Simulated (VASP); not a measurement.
# Au (P6/mmm) in VASP: a series of runs

Au is run at these levels: PBEsol; tasks: single point.

Program: VASP 6.6.1. These are calculated values, not measurements. Logs are shortened: lines on timing, memory, paths and dates and some standing lists are left out, and cuts for length are marked.

### 1 The cell of the first run

The structure is hexagonal, space group P6/mmm (No. 191). Conventional cell: a = 4.458 Å, b = 4.458 Å, c = 2.664 Å, α = 90.00°, β = 90.00°, γ = 120.00°. Au (site symmetry 6/mmm) has 14 Au at 2.66 to 2.90 Å within 3.5 Å. Within 3.4 Å of Au (site symmetry -6m2) lie 11 Au at 2.57 to 2.90 Å.

This isn't the form of Au at room conditions, which is fcc.

### 2 Single point, PBEsol (15.28 Å³/atom)

Input file INCAR:

```
PREC = Accurate ; ENCUT = 520
EDIFF = 1E-6 ; ISMEAR = -1
SIGMA = 0.1 ; LREAL = False
LASPH = True ; NELM = 80
ALGO = Normal ; ISIF = 2
LWAVE = False ; LCHARG = False
GGA = PS ; NBANDS = 24
```

Input file KPOINTS:

```
Automatic mesh
0
Gamma
  9 9 13
```

Input file POSCAR:

```
Au
1.0
    4.4579205802      0.0000000000      0.0000000000
   -2.2289602901      3.8606724705      0.0000000000
    0.0000000000      0.0000000000      2.6641347682
Au
3
Direct
    0.0000000000      1.0000000000      0.0000000000
    0.3333333333      0.6666666667      0.5000000000
    0.6666666667      0.3333333333      0.5000000000
```

Potentials or basis: VASP PAW PBE potentials, release 64 (Au).

Run with:

```console
> cat potpaw_PBE.64/Au/POTCAR > POTCAR
> mpirun -np 1 vasp_std > vasp.out
```

OUTCAR:

```text
PREC = Accurate
   ENCUT = 520
   EDIFF = 1E-6
   ISMEAR = -1
   LREAL = False
   LASPH = True
   NELM = 80
   ISIF = 2
   GGA = PS

 ion  position               nearest neighbor table
   1  0.000  0.000  0.000-   2 2.90   3 2.90   2 2.90   3 2.90   2 2.90   2 2.90   3 2.90   3 2.90
                             3 2.90   3 2.90   2 2.90   2 2.90
   2  0.333  0.667  0.500-   3 2.57   3 2.57   3 2.57   1 2.90   1 2.90   1 2.90   1 2.90   1 2.90
                             1 2.90
   3  0.667  0.333  0.500-   2 2.57   2 2.57   2 2.57   1 2.90   1 2.90   1 2.90   1 2.90   1 2.90
                             1 2.90

  LATTYP: Found a hexagonal cell.
 ALAT       =     4.4579205802
 C/A-ratio  =     0.5976182662

  Lattice vectors:

 A1 = (   4.4579205802,   0.0000000000,   0.0000000000)
 A2 = (  -2.2289602901,   3.8606724705,   0.0000000000)
 A3 = (   0.0000000000,   0.0000000000,   2.6641347682)

Analysis of symmetry for initial positions (statically):
=====================================================================
 Subroutine PRICEL returns:
 Original cell was already a primitive cell.

 Routine SETGRP: Setting up the symmetry group for a
 hexagonal supercell.

 Subroutine GETGRP returns: Found 24 space group operations
 (whereof 24 operations were pure point group operations)
 out of a pool of 24 trial point group operations.

The static configuration has the point symmetry D_6h.

Analysis of symmetry for dynamics (positions and initial velocities):
=====================================================================
 Subroutine PRICEL returns:
 Original cell was already a primitive cell.

 Routine SETGRP: Setting up the symmetry group for a
 hexagonal supercell.

 Subroutine GETGRP returns: Found 24 space group operations
 (whereof 24 operations were pure point group operations)
 out of a pool of 24 trial point group operations.

The dynamic configuration has the point symmetry D_6h.

 Subroutine INISYM returns: Found 24 space group operations
 (whereof 24 operations are pure point group operations),
 and found     1 'primitive' translations

----------------------------------------------------------------------------------------

                                     Primitive cell

  volume of cell :      45.8513

  direct lattice vectors                    reciprocal lattice vectors
     4.457920580  0.000000000  0.000000000     0.224319833  0.129511116  0.000000000
    -2.228960290  3.860672470  0.000000000     0.000000000  0.259022232  0.000000000
     0.000000000  0.000000000  2.664134768     0.000000000  0.000000000  0.375356387

  length of vectors
     4.457920580  4.457920580  2.664134768     0.259022232  0.259022232  0.375356387

  position of ions in fractional coordinates (direct lattice)
     0.000000000  0.000000000  0.000000000
     0.333333333  0.666666667  0.500000000
     0.666666667  0.333333333  0.500000000

  ion indices of the primitive-cell ions
   primitive index   ion index
                 1           1
                 2           2
                 3           3

----------------------------------------------------------------------------------------

 KPOINTS: Automatic mesh

Automatic generation of k-mesh.
 Grid dimensions read from file:
 generate k-points for:    9    9   13

 Generating k-lattice:

  Cartesian coordinates                     Fractional coordinates (reciprocal lattice)
     0.024924426  0.014390124  0.000000000     0.111111111  0.000000000  0.000000000
     0.000000000  0.028780248  0.000000000     0.000000000  0.111111111  0.000000000
     0.000000000  0.000000000  0.028873568     0.000000000  0.000000000  0.076923077

  Length of vectors
     0.028780248  0.028780248  0.028873568

  Shift w.r.t. Gamma in fractional coordinates (k-lattice)
     0.000000000  0.000000000  0.000000000

 Subroutine IBZKPT returns following result:
 ===========================================

 Found     84 irreducible k-points:

 Following reciprocal coordinates:
            Coordinates               Weight
  0.000000  0.000000  0.000000      1.000000
  0.111111 -0.000000  0.000000      6.000000
  0.222222  0.000000  0.000000      6.000000
  0.333333  0.000000  0.000000      6.000000
  0.444444  0.000000  0.000000      6.000000
  0.111111  0.111111  0.000000      6.000000
[... 16 lines left out ...]
  0.333333  0.222222  0.076923     24.000000
  0.333333  0.333333  0.076923      4.000000
 [... further k-points ...]
   k-points           NKPTS =     84   k-points in BZ     NKDIM =     84   number of bands    NBANDS=     24
   number of dos      NEDOS =    301   number of ions     NIONS =      3
   total plane-waves  NPLWV =  25920
   dimension x,y,z NGX =    36 NGY =   36 NGZ =   20
   dimension x,y,z NGXF=    72 NGYF=   72 NGZF=   40
   ions per type =               3
   NGX,Y,Z   is equivalent  to a cutoff of  13.43, 13.43, 12.48 a.u.
   NGXF,Y,Z  is equivalent  to a cutoff of  26.85, 26.85, 24.96 a.u.
 SYSTEM =  unknown system
   PREC   = accura    normal or accurate (medium, high low for compatibility)
   ISTART =      0    job   : 0-new  1-cont  2-samecut
   ICHARG =      2    charge: 1-file 2-atom 10-const
   ISPIN  =      1    spin polarized calculation?
   LNONCOLLINEAR =      F non collinear calculations
   LSORBIT =      F    spin-orbit coupling
   LASPH  =      T    aspherical Exc in radial PAW
   ENCUT  =  520.0 eV  38.22 Ry    6.18 a.u.   8.29  8.29  4.95*2*pi/ulx,y,z
   NELM   =     80;   NELMIN=  2; NELMDL= -5     # of ELM steps
   EDIFF  = 0.1E-05   stopping-criterion for ELM
   LREAL  =      F    real-space projection
   EDIFFG = 0.1E-04   stopping-criterion for IOM
   NSW    =      0    number of steps for IOM
   IBRION =     -1    ionic relax: 0-MD 1-quasi-New 2-CG
   NFREE  =      0    steps in history (QN), initial steepest desc. (CG)
   ISIF   =      2    stress and relaxation
   ISYM   =      2    0-nonsym 1-usesym 2-fastsym
   POTIM  = 0.5000    time-step for ionic-motion
   TEBEG  =    0.0;   TEEND  =   0.0 temperature during run
   PSTRESS=    0.0 pullay stress
   NELECT =      33.0000    total number of electrons
   NUPDOWN=      -1.0000    fix difference up-down
   EMIN   =  10.00;   EMAX   =-10.00  energy-range for DOS
   EFERMI =   0.00;   METHOD = LEGACY
   ISMEAR =    -1;   SIGMA  =   0.10  broadening in eV -4-tet -1-fermi 0-gaus
   EFERMI_NEDOS =   21; number of points for ismear=-14 and -15
   IALGO  =     38    algorithm
   IMIX   =      4    mixing-type and parameters
     AMIX     =   0.40;   BMIX     =  1.00
     AMIX_MAG =   1.60;   BMIX_MAG =  1.00
  volume/ion in A,a.u.               =      15.28       103.14
  Fermi-wavevector in a.u.,A,eV,Ry     =   1.467109  2.772434 29.285291  2.152408
  Thomas-Fermi vector in A             =   2.582766
   LORBIT       =      0    0 simple, 1 ext, 2 COOP (PROOUT), +10 PAW based schemes
   GGA     = PS    functional components
   LHFCALC =     F    Hartree Fock is set to
   AEXX    =    0.0000 exact exchange contribution
   IVDW    =     0    specifies the selected vdW correction
   LEPSILON=     F    determine dielectric tensor
   LRPA    =     F    only Hartree local field effects (RPA)
 non-spin polarized calculation
  energy-cutoff  :      520.00
  volume of cell :       45.85
 maximum number of plane-waves:      1257
 NGX is ok and might be reduce to    36
   NGX = 17   NGY = 17   NGZ =  9

 number of electron      33.0000002 magnetization

 Free energy of the ion-electron system (eV)
  ---------------------------------------------------
  ext. energy  EPLUGINS =         0.00000000
  ---------------------------------------------------
  free energy    TOTEN  =       -11.04432186 eV

  energy without entropy =      -11.01277368  energy(sigma->0) =      -11.02854777

 E-fermi :  11.1892     XC(G=0): -13.5272

 val. band max:       11.1691039679   @ k =   0.2222   0.2222   0.4615
 cond. band min:      11.2097086154   @ k =   0.3333   0.1111   0.4615
 fundamental gap:      0.0406046474
 Fermi energy:        11.1891900651

 k-point     1 :       0.0000    0.0000    0.0000
  band No.  band energies     occupation
      1       0.0745      2.00000
      2       3.1971      2.00000
      3       4.7414      2.00000
      4       5.3216      2.00000
      5       5.3631      2.00000
      6       5.3631      2.00000
[... 16 lines left out ...]
     23      23.1828      0.00000
     24      27.2557      0.00000

 k-point     2 :       0.1111   -0.0000    0.0000
  band No.  band energies     occupation
      1       0.2412      2.00000
      2       3.2386      2.00000
      3       4.5109      2.00000
      4       4.8203      2.00000
      5       4.9943      2.00000
      6       5.3052      2.00000
[... 16 lines left out ...]
     23      23.5146      0.00000
     24      27.2386      0.00000

 k-point     3 :       0.2222    0.0000    0.0000
  band No.  band energies     occupation
      1       0.7228      2.00000
      2       3.2993      2.00000
      3       3.9358      2.00000
      4       4.4695      2.00000
      5       4.7577      2.00000
      6       5.1869      2.00000
[... 16 lines left out ...]
     23      24.4462      0.00000
     24      26.6970      0.00000

 k-point     4 :       0.3333    0.0000    0.0000
  band No.  band energies     occupation
      1       1.4576      2.00000
      2       3.0827      2.00000
      3       3.6706      2.00000
      4       4.2010      2.00000
      5       4.6752      2.00000
      6       4.9564      2.00000
[... 16 lines left out ...]
     23      25.8343      0.00000
     24      26.0309      0.00000

 k-point     5 :       0.4444    0.0000    0.0000
  band No.  band energies     occupation
      1       2.3056      2.00000
      2       2.8321      2.00000
      3       3.2075      2.00000
      4       4.3120      2.00000
      5       4.6372      2.00000
      6       4.6821      2.00000
[... 451 lines left out ...]
 k-point    22 :       0.2222    0.2222    0.0769
  band No.  band energies     occupation
      1       1.9520      2.00000
      2       3.1331      2.00000
      3       3.4972      2.00000
      4       4.2084      2.00000
      5       4.7777      2.00000
      6       5.2172      2.00000
[... 16 lines left out ...]
     23      25.0349      0.00000
     24      25.3557      0.00000

 k-point    23 :       0.3333    0.2222    0.0769
  band No.  band energies     occupation
      1       2.5111      2.00000
      2       2.9615      2.00000
      3       3.2168      2.00000
      4       4.4712      2.00000
      5       4.6744      2.00000
      6       5.0427      2.00000
[... 16 lines left out ...]
     23      25.2332      0.00000
     24      26.4285      0.00000

 k-point    24 :       0.3333    0.3333    0.0769
  band No.  band energies     occupation
      1       2.5712      2.00000
      2       3.0749      2.00000
      3       3.0749      2.00000
      4       4.6181      2.00000
      5       4.6181      2.00000
      6       5.0044      2.00000
[... 16 lines left out ...]
     23      25.6733      0.00000
     24      26.4924      0.00000

 [... further k-points ...]
[... 5 lines left out ...]
  --------------------------------------------------------------------------------------
  -------------------------------------------------------------------------------------
  Total        8.6778121      8.6778121      8.4280513      0.0000000     -0.0000000      0.0000000
  in kB      303.2280335    303.2280335    294.5006626      0.0000000     -0.0000000      0.0000000
  external PRESSURE =     300.3189099 kB  Pullay stress =       0.0000000 kB

 VOLUME and BASIS-vectors are now :
 -----------------------------------------------------------------------------
  energy-cutoff  :      520.00
  volume of cell :       45.85
      direct lattice vectors                 reciprocal lattice vectors
     4.457920580  0.000000000  0.000000000     0.224319833  0.129511116  0.000000000
    -2.228960290  3.860672470  0.000000000     0.000000000  0.259022232  0.000000000
     0.000000000  0.000000000  2.664134768     0.000000000  0.000000000  0.375356387

 POSITION                                       TOTAL-FORCE (eV/Angst)
 -----------------------------------------------------------------------------------
      0.00000      0.00000      0.00000        -0.000000     -0.000000      0.000000
     -0.00000      2.57378      1.33207         0.000000      0.000000     -0.000000
      2.22896      1.28689      1.33207        -0.000000     -0.000000      0.000000
 -----------------------------------------------------------------------------------
    total drift:                                0.000000      0.000000     -0.000000

  FREE ENERGIE OF THE ION-ELECTRON SYSTEM (eV)
  ---------------------------------------------------
  free  energy   TOTEN  =       -11.0443218570 eV

  energy  without entropy=      -11.0127736821  energy(sigma->0) =      -11.02854777
```

It took 36 s on 1 thread of Intel Xeon Platinum 8488C (Sapphire Rapids), shared host; peak memory 0.21 GiB.

What came out:

```
Free energy            : -11.0443 eV
Pressure               : 30.0 GPa
Band gap on the k mesh : zero (an odd number of electrons rules out a gap without spin polarisation)
```

Caveat: the cell stands under pressure; the PAW data sets were made with another functional, which shifts forces and pressure a little; spin-orbit coupling is left out, which moves the levels of the heavy elements.

### 3 Single point, PBEsol (15.98 Å³/atom)

This run uses another cell than the first one, of 15.98 Å³/atom.

Input file INCAR:

```
  PREC = Accurate
  ENCUT = 520
  EDIFF = 1E-6
  ISMEAR = -1
  SIGMA = 0.1
  LREAL = F
  LASPH = T
  NELM = 100
  ALGO = Normal
  ISIF = 2
  LWAVE = F
  LCHARG = F
  GGA = PS
  NBANDS = 24
```

Input file KPOINTS:

```
regular mesh
0
Gamma
  9 9 13
```

Input file POSCAR:

```
Au
1.0
    4.5244665192      0.0000000000      0.0000000000
   -2.2622332596      3.9183029442      0.0000000000
    0.0000000000      0.0000000000      2.7039038369
Au
3
Direct
    0.0000000000      1.0000000000      0.0000000000
    0.3333333333      0.6666666667      0.5000000000
    0.6666666667      0.3333333333      0.5000000000
```

Potentials or basis: VASP PAW PBE potentials, release 64 (Au).

Run with:

```console
> cat potpaw_PBE.64/Au/POTCAR > POTCAR
> mpirun -np 1 vasp_std > vasp.out
```

It took 38 s on 1 thread of Intel Xeon Platinum 8488C (Sapphire Rapids), shared host; peak memory 0.21 GiB.

It converged, with:

- Free energy: -11.3490 eV
- Pressure: 17.1 GPa
- Band gap on the k mesh: zero (an odd number of electrons rules out a gap without spin polarisation)

Stress tensor (GPa, compression positive):
```
17.41  0.00  0.00
 0.00 17.41  0.00
 0.00  0.00 16.54
```

Levels at points of the mesh, in eV from the Fermi level:
```
           k point  band 12  band 13  band 14  band 15  band 16  band 17  band 18  band 19  band 20  band 21
(0.00, 0.00, 0.00)    -3.69    -3.63    -3.63    -1.78    -1.78     3.23     4.16     5.56     5.56     5.57
```

Caveat: the cell stands under pressure; the PAW data sets were made with another functional, which shifts forces and pressure a little; spin-orbit coupling is left out, which moves the levels of the heavy elements.

### 4 Single point, PBEsol (16.67 Å³/atom)

This run uses another cell than the first one, of 16.67 Å³/atom.

Input file INCAR:

```
PREC = Accurate
ENCUT = 520
EDIFF = 1E-6
ISMEAR = -1
SIGMA = 0.1
LREAL = False
LASPH = True
NELM = 60
ALGO = Normal
ISIF = 2
LWAVE = False
LCHARG = False
GGA = PS
NBANDS = 24
```

KPOINTS is that of step 3.

Input file POSCAR:

```
Au
1.0
    4.5891104889      0.0000000000      0.0000000000
   -2.2945552445      3.9742862641      0.0000000000
    0.0000000000      0.0000000000      2.7425362540
Au
3
Direct
    0.0000000000      1.0000000000      0.0000000000
    0.3333333333      0.6666666667      0.5000000000
    0.6666666667      0.3333333333      0.5000000000
```

Run with:

```console
> cat potpaw_PBE.64/Au/POTCAR > POTCAR
> mpirun -np 1 vasp_std > vasp.out
```

Run time: 38 s. Hardware: 1 thread of Intel Xeon Platinum 8488C (Sapphire Rapids), shared host; peak memory 0.22 GiB.

The run converged. Its results:

```yaml
Free_energy: -11.5062 eV
Pressure: 7.2 GPa
Band_gap_on_the_k_mesh: zero (an odd number of electrons rules out a gap without spin polarisation)
```

Stress tensor (GPa, compression positive):
```
7.51 0.00 0.00
0.00 7.51 0.00
0.00 0.00 6.68
```

Levels at points of the mesh, in eV from the Fermi level:
| k point | band 12 | band 13 | band 14 | band 15 | band 16 | band 17 | band 18 | band 19 | band 20 | band 21 |
| --- | --- | --- | --- | --- | --- | --- | --- | --- | --- | --- |
| (0.00, 0.00, 0.00) | -3.53 | -3.47 | -3.47 | -1.76 | -1.76 | 3.06 | 3.96 | 5.41 | 5.41 | 5.42 |

Caveat: the cell stands under pressure; the PAW data sets were made with another functional, which shifts forces and pressure a little; spin-orbit coupling is left out, which moves the levels of the heavy elements.

### 5 The runs side by side

```tsv
cell	gap on the mesh (eV)	pressure (GPa)
a = 4.458, b = 4.458, c = 2.664 Å, angles 90.0, 90.0, 120.0°, 3 atoms	none	30.0
a = 4.524, b = 4.524, c = 2.704 Å, angles 90.0, 90.0, 120.0°, 3 atoms	none	17.1
a = 4.589, b = 4.589, c = 2.743 Å, angles 90.0, 90.0, 120.0°, 3 atoms	none	7.2
```

Alike in all rows: task single point; level PBEsol; potentials or basis VASP PAW PBE potentials, release 64 (Au); no spin polarisation; k mesh 9 × 9 × 13; cutoff (eV) 520; smearing fermi-dirac 0.1 eV.

Caveats: the cell stands under pressure; the PAW data sets were made with another functional, which shifts forces and pressure a little; spin-orbit coupling is left out, which moves the levels of the heavy elements.

Absolute energies hang on the potentials; compare differences alone.
